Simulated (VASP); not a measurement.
# MgS (I-4m2) in VASP: further runs

Runs on MgS. Level: PBE. Tasks: single point.

All numbers are computed with VASP 6.6.1; they aren't measurements. Logs are shortened: lines on timing, memory, paths and dates and some standing lists are left out, and cuts for length are marked.

**1. The cell of the first run**

The structure is tetragonal, space group I-4m2 (No. 119). The conventional cell has a = 4.238 Å, b = 4.238 Å, c = 5.129 Å, α = 90.00°, β = 90.00°, γ = 90.00°. Mg (site symmetry -4m2) has 4 S at 2.48 Å within 3.3 Å. S (site symmetry -4m2) has 4 Mg at 2.48 Å within 3.3 Å.

**2. Single point, PBE (epitaxial xy strain +5.8%)**

File INCAR:

```
SYSTEM = MgS
ALGO = Normal
EDIFF = 1E-6
ENCUT = 520
GGA = PE
ISIF = 2
ISMEAR = -1
LASPH = .TRUE.
LCHARG = .FALSE.
LREAL = .FALSE.
LWAVE = .FALSE.
NBANDS = 11
NELM = 80
PREC = Accurate
SIGMA = 0.02
```

File KPOINTS:

```
k-points
0
G
  8 8 8
  0 0 0
```

File POSCAR:

```
MgS
1.0
    0.0000000000      2.9964831363      2.5644749933
    2.9964831363      0.0000000000      2.5644749933
    2.9964831363      2.9964831363      0.0000000000
Mg S
1 1
Direct
    0.0000000000      0.0000000000      0.0000000000
    0.2500000000      0.2500000000      0.2500000000
```

Potentials or basis: VASP PAW PBE potentials, release 64 (Mg, S).

Run with:

```
$ cat potpaw_PBE.64/Mg/POTCAR potpaw_PBE.64/S/POTCAR > POTCAR
$ mpirun -np 1 vasp_std > vasp.out
```

OUTCAR:

```text
SYSTEM = MgS
   EDIFF = 1E-6
   ENCUT = 520
   GGA = PE
   ISIF = 2
   ISMEAR = -1
   LASPH = .TRUE.
   LREAL = .FALSE.
   NELM = 80
   PREC = Accurate

 ion  position               nearest neighbor table
   1  0.000  0.000  0.000-   2 2.48   2 2.48   2 2.48   2 2.48
   2  0.250  0.250  0.250-   1 2.48   1 2.48   1 2.48   1 2.48

  LATTYP: Found a body centered tetragonal cell.
 ALAT       =     4.2376670908
 C/A-ratio  =     1.2103239534

  Lattice vectors:

 A1 = (   0.0000000000,  -2.9964831363,  -2.5644749933)
 A2 = (   0.0000000000,   2.9964831363,  -2.5644749933)
 A3 = (   2.9964831363,   0.0000000000,   2.5644749933)

Analysis of symmetry for initial positions (statically):
=====================================================================
 Subroutine PRICEL returns:
 Original cell was already a primitive cell.

 Routine SETGRP: Setting up the symmetry group for a
 body centered tetragonal supercell.

 Subroutine GETGRP returns: Found  8 space group operations
 (whereof  8 operations were pure point group operations)
 out of a pool of 16 trial point group operations.

The static configuration has the point symmetry D_2d.

Analysis of symmetry for dynamics (positions and initial velocities):
=====================================================================
 Subroutine PRICEL returns:
 Original cell was already a primitive cell.

 Routine SETGRP: Setting up the symmetry group for a
 body centered tetragonal supercell.

 Subroutine GETGRP returns: Found  8 space group operations
 (whereof  8 operations were pure point group operations)
 out of a pool of 16 trial point group operations.

The dynamic configuration has the point symmetry D_2d.

 Subroutine INISYM returns: Found  8 space group operations
 (whereof  8 operations are pure point group operations),
 and found     1 'primitive' translations

----------------------------------------------------------------------------------------

                                     Primitive cell

  volume of cell :      46.0524

  direct lattice vectors                    reciprocal lattice vectors
     0.000000000  2.996483136  2.564474993    -0.166862277  0.166862277  0.194971681
     2.996483136  0.000000000  2.564474993     0.166862277 -0.166862277  0.194971681
     2.996483136  2.996483136  0.000000000     0.166862277  0.166862277 -0.194971681

  length of vectors
     3.944038942  3.944038942  4.237667091     0.306104550  0.306104550  0.306104550

  position of ions in fractional coordinates (direct lattice)
     0.000000000  0.000000000  0.000000000
     0.250000000  0.250000000  0.250000000

  ion indices of the primitive-cell ions
   primitive index   ion index
                 1           1
                 2           2

----------------------------------------------------------------------------------------

 KPOINTS: k-points

Automatic generation of k-mesh.
 Grid dimensions read from file:
 generate k-points for:    8    8    8

 Generating k-lattice:

  Cartesian coordinates                     Fractional coordinates (reciprocal lattice)
    -0.020857785  0.020857785  0.024371460     0.125000000  0.000000000  0.000000000
     0.020857785 -0.020857785  0.024371460     0.000000000  0.125000000  0.000000000
     0.020857785  0.020857785 -0.024371460     0.000000000  0.000000000  0.125000000

  Length of vectors
     0.038263069  0.038263069  0.038263069

  Shift w.r.t. Gamma in fractional coordinates (k-lattice)
     0.000000000  0.000000000  0.000000000

 Subroutine IBZKPT returns following result:
 ===========================================

 Found     59 irreducible k-points:

 Following reciprocal coordinates:
            Coordinates               Weight
  0.000000  0.000000  0.000000      1.000000
  0.125000  0.000000  0.000000      8.000000
  0.250000  0.000000  0.000000      8.000000
  0.375000 -0.000000  0.000000      8.000000
  0.500000  0.000000  0.000000      4.000000
  0.125000  0.125000  0.000000      2.000000
[... 16 lines left out ...]
  0.250000 -0.000000  0.125000     16.000000
  0.375000 -0.000000  0.125000     16.000000
 [... further k-points ...]
   k-points           NKPTS =     59   k-points in BZ     NKDIM =     59   number of bands    NBANDS=     11
   number of dos      NEDOS =    301   number of ions     NIONS =      2
   total plane-waves  NPLWV =  28800
   dimension x,y,z NGX =    30 NGY =   30 NGZ =   32
   dimension x,y,z NGXF=    60 NGYF=   60 NGZF=   64
   ions per type =               1   1
   NGX,Y,Z   is equivalent  to a cutoff of  12.65, 12.65, 12.55 a.u.
   NGXF,Y,Z  is equivalent  to a cutoff of  25.29, 25.29, 25.11 a.u.
 SYSTEM =  MgS
   PREC   = accura    normal or accurate (medium, high low for compatibility)
   ISTART =      0    job   : 0-new  1-cont  2-samecut
   ICHARG =      2    charge: 1-file 2-atom 10-const
   ISPIN  =      1    spin polarized calculation?
   LNONCOLLINEAR =      F non collinear calculations
   LSORBIT =      F    spin-orbit coupling
   LASPH  =      T    aspherical Exc in radial PAW
   ENCUT  =  520.0 eV  38.22 Ry    6.18 a.u.   7.33  7.33  7.88*2*pi/ulx,y,z
   NELM   =     80;   NELMIN=  2; NELMDL= -5     # of ELM steps
   EDIFF  = 0.1E-05   stopping-criterion for ELM
   LREAL  =      F    real-space projection
   EDIFFG = 0.1E-04   stopping-criterion for IOM
   NSW    =      0    number of steps for IOM
   IBRION =     -1    ionic relax: 0-MD 1-quasi-New 2-CG
   NFREE  =      0    steps in history (QN), initial steepest desc. (CG)
   ISIF   =      2    stress and relaxation
   ISYM   =      2    0-nonsym 1-usesym 2-fastsym
   POTIM  = 0.5000    time-step for ionic-motion
   TEBEG  =    0.0;   TEEND  =   0.0 temperature during run
   PSTRESS=    0.0 pullay stress
   NELECT =       8.0000    total number of electrons
   NUPDOWN=      -1.0000    fix difference up-down
   EMIN   =  10.00;   EMAX   =-10.00  energy-range for DOS
   EFERMI =   0.00;   METHOD = LEGACY
   ISMEAR =    -1;   SIGMA  =   0.02  broadening in eV -4-tet -1-fermi 0-gaus
   EFERMI_NEDOS =   21; number of points for ismear=-14 and -15
   IALGO  =     38    algorithm
   IMIX   =      4    mixing-type and parameters
     AMIX     =   0.40;   BMIX     =  1.00
     AMIX_MAG =   1.60;   BMIX_MAG =  1.00
  volume/ion in A,a.u.               =      23.03       155.39
  Fermi-wavevector in a.u.,A,eV,Ry     =   0.913456  1.726181 11.352717  0.834401
  Thomas-Fermi vector in A             =   2.037969
   LORBIT       =      0    0 simple, 1 ext, 2 COOP (PROOUT), +10 PAW based schemes
   GGA     = PE    functional components
   LHFCALC =     F    Hartree Fock is set to
   AEXX    =    0.0000 exact exchange contribution
   IVDW    =     0    specifies the selected vdW correction
   LEPSILON=     F    determine dielectric tensor
   LRPA    =     F    only Hartree local field effects (RPA)
 non-spin polarized calculation
  energy-cutoff  :      520.00
  volume of cell :       46.05
 maximum number of plane-waves:      1265
 NGX is ok and might be reduce to    30
   NGX = 15   NGY = 15   NGZ = 15

 number of electron       8.0000001 magnetization

 Free energy of the ion-electron system (eV)
  ---------------------------------------------------
  ext. energy  EPLUGINS =         0.00000000
  ---------------------------------------------------
  free energy    TOTEN  =        -8.43630177 eV

  energy without entropy =       -8.43630177  energy(sigma->0) =       -8.43630177

 E-fermi :   1.6433     XC(G=0):  -8.3530

 val. band max:        1.2176407920   @ k =   0.0000   0.0000   0.0000
 cond. band min:       4.3049406112   @ k =   0.0000   0.0000   0.0000
 fundamental gap:      3.0872998192
 Fermi energy:         1.6433415602

 k-point     1 :       0.0000    0.0000    0.0000
  band No.  band energies     occupation
      1     -10.2112      2.00000
      2       0.9240      2.00000
      3       0.9240      2.00000
      4       1.2176      2.00000
      5       4.3049      0.00000
      6       8.9747      0.00000
      7       8.9747      0.00000
      8       9.0935      0.00000
      9      10.5933      0.00000
     10      12.4512      0.00000
     11      13.7257      0.00000

 k-point     2 :       0.1250    0.0000    0.0000
  band No.  band energies     occupation
      1     -10.1250      2.00000
      2       0.3320      2.00000
      3       0.8302      2.00000
      4       1.1055      2.00000
      5       4.9777      0.00000
      6       8.6942      0.00000
      7       9.0130      0.00000
      8       9.2969      0.00000
      9      10.4714      0.00000
     10      11.7340      0.00000
     11      14.4157      0.00000

 k-point     3 :       0.2500    0.0000    0.0000
  band No.  band energies     occupation
      1      -9.9022      2.00000
      2      -0.8117      2.00000
      3       0.6216      2.00000
      4       1.0451      2.00000
      5       5.8202      0.00000
      6       8.4976      0.00000
      7       8.5926      0.00000
      8       9.8290      0.00000
      9      11.3087      0.00000
     10      11.3690      0.00000
     11      13.9495      0.00000

 k-point     4 :       0.3750   -0.0000    0.0000
  band No.  band energies     occupation
      1      -9.6537      2.00000
      2      -1.7183      2.00000
      3       0.4336      2.00000
      4       0.9998      2.00000
      5       5.8905      0.00000
      6       8.1158      0.00000
      7       9.0633      0.00000
      8      10.0239      0.00000
      9      11.9993      0.00000
     10      13.0663      0.00000
     11      13.7418      0.00000

 k-point     5 :       0.5000    0.0000    0.0000
  band No.  band energies     occupation
      1      -9.5413      2.00000
      2      -2.0619      2.00000
      3       0.3607      2.00000
      4       0.9823      2.00000
      5       5.8009      0.00000
      6       7.9383      0.00000
      7       9.6273      0.00000
      8       9.7365      0.00000
      9      13.1828      0.00000
     10      13.3059      0.00000
     11      14.9380      0.00000
[... 211 lines left out ...]
 k-point    21 :       0.5000    0.5000    0.0000
  band No.  band energies     occupation
      1      -9.1958      2.00000
      2      -1.2595      2.00000
      3      -0.4505      2.00000
      4      -0.4505      2.00000
      5       4.7939      0.00000
      6       5.8465      0.00000
      7      12.7054      0.00000
      8      12.7054      0.00000
      9      13.0319      0.00000
     10      14.7085      0.00000
     11      14.9446      0.00000

 k-point    22 :       0.1250    0.0000    0.1250
  band No.  band energies     occupation
      1     -10.1079      2.00000
      2       0.2568      2.00000
      3       0.8202      2.00000
      4       1.0438      2.00000
      5       5.1184      0.00000
      6       8.4925      0.00000
      7       9.2175      0.00000
      8       9.6157      0.00000
      9       9.6832      0.00000
     10      11.9676      0.00000
     11      14.1988      0.00000

 k-point    23 :       0.2500   -0.0000    0.1250
  band No.  band energies     occupation
      1      -9.9392      2.00000
      2      -0.5384      2.00000
      3       0.6303      2.00000
      4       0.8885      2.00000
      5       5.9407      0.00000
      6       8.1504      0.00000
      7       8.7015      0.00000
      8       9.6968      0.00000
      9      10.5499      0.00000
     10      11.9981      0.00000
     11      15.0136      0.00000

 k-point    24 :       0.3750   -0.0000    0.1250
  band No.  band energies     occupation
      1      -9.6974      2.00000
      2      -1.4024      2.00000
      3       0.3208      2.00000
      4       0.8007      2.00000
      5       6.3923      0.00000
      6       7.8086      0.00000
      7       8.7953      0.00000
      8       9.9873      0.00000
      9      11.8495      0.00000
     10      12.7405      0.00000
     11      14.6481      0.00000

 [... further k-points ...]
[... 5 lines left out ...]
  --------------------------------------------------------------------------------------
  -------------------------------------------------------------------------------------
  Total       -0.3837151     -0.3837151      0.2245677      0.0000000      0.0000000      0.0000000
  in kB      -13.3495732    -13.3495732      7.8127819      0.0000000      0.0000000      0.0000000
  external PRESSURE =      -6.2954548 kB  Pullay stress =       0.0000000 kB

 VOLUME and BASIS-vectors are now :
 -----------------------------------------------------------------------------
  energy-cutoff  :      520.00
  volume of cell :       46.05
      direct lattice vectors                 reciprocal lattice vectors
     0.000000000  2.996483136  2.564474993    -0.166862277  0.166862277  0.194971681
     2.996483136  0.000000000  2.564474993     0.166862277 -0.166862277  0.194971681
     2.996483136  2.996483136  0.000000000     0.166862277  0.166862277 -0.194971681

 POSITION                                       TOTAL-FORCE (eV/Angst)
 -----------------------------------------------------------------------------------
      0.00000      0.00000      0.00000         0.000000      0.000000      0.000000
      1.49824      1.49824      1.28224        -0.000000     -0.000000     -0.000000
 -----------------------------------------------------------------------------------
    total drift:                                0.000000      0.000000     -0.000000

  FREE ENERGIE OF THE ION-ELECTRON SYSTEM (eV)
  ---------------------------------------------------
  free  energy   TOTEN  =        -8.4363017663 eV

  energy  without entropy=       -8.4363017663  energy(sigma->0) =       -8.43630177
```

It took 21 s on 1 thread of Intel Xeon Platinum 8488C (Sapphire Rapids), shared host; peak memory 0.19 GiB.

What came out:

```yaml
Free_energy: -8.4363 eV
Pressure: -0.6 GPa
Band_gap_on_the_k_mesh: 3.09 eV
```

Caveat: the cell differs from its parent crystal (epitaxial xy strain +5.8%). A k mesh can miss the band edges.

**3. Single point, PBE (biaxial xy strain +5.8%)**

File INCAR:

```
PREC = Accurate ; ENCUT = 520
EDIFF = 1E-7 ; ISMEAR = -1
SIGMA = 0.02 ; LREAL = F
LASPH = T ; NELM = 100
ALGO = Normal ; ISIF = 2
LWAVE = F ; LCHARG = F
GGA = PE ; NBANDS = 11
```

File KPOINTS:

```
regular mesh
0
Gamma
  8 8 8
```

File POSCAR:

```
MgS
1.0
    0.0000000000      2.9950676979      2.8308768411
    2.9950676979      0.0000000000      2.8308768411
    2.9950676979      2.9950676979      0.0000000000
Mg S
1 1
Direct
    0.0000000000      0.0000000000      0.0000000000
    0.2500000000      0.2500000000      0.2500000000
```

Potentials or basis: VASP PAW PBE potentials, release 64 (Mg, S).

Run with:

```
$ cat potpaw_PBE.64/Mg/POTCAR potpaw_PBE.64/S/POTCAR > POTCAR
$ mpirun -np 1 vasp_std > vasp.out
```

Run time: 15 s. Hardware: 1 thread of Intel Xeon Platinum 8488C (Sapphire Rapids), shared host; peak memory 0.19 GiB.

It converged, with:

```
Free energy            : -8.3954 eV
Pressure               : -4.5 GPa
Band gap on the k mesh : 2.82 eV
```

Stress tensor (GPa, compression positive):
```
-4.92  0.00  0.00
 0.00 -4.92  0.00
 0.00  0.00 -3.62
```

Levels at points of the mesh, in eV from the valence-band top:
| k point | band 1 | band 2 | band 3 | band 4 | band 5 | band 6 | band 7 | band 8 | band 9 |
| --- | --- | --- | --- | --- | --- | --- | --- | --- | --- |
| (0.00, 0.00, 0.00) | -11.01 | -0.12 | -0.12 | 0.00 | 2.82 | 7.57 | 7.57 | 7.59 | 10.08 |
| (0.50, 0.00, 0.00) | -10.48 | -2.85 | -0.49 | -0.26 | 4.58 | 7.14 | 7.67 | 7.98 | 11.92 |
| (0.50, 0.50, 0.00) | -10.27 | -2.44 | -1.14 | -1.14 | 3.81 | 5.10 | 10.44 | 11.15 | 11.15 |
| (0.50, 0.00, 0.50) | -10.34 | -2.68 | -0.91 | -0.90 | 3.91 | 5.51 | 9.84 | 10.91 | 11.74 |

Caveat: the cell differs from its parent crystal (biaxial xy strain +5.8%); the cell stands under tension.
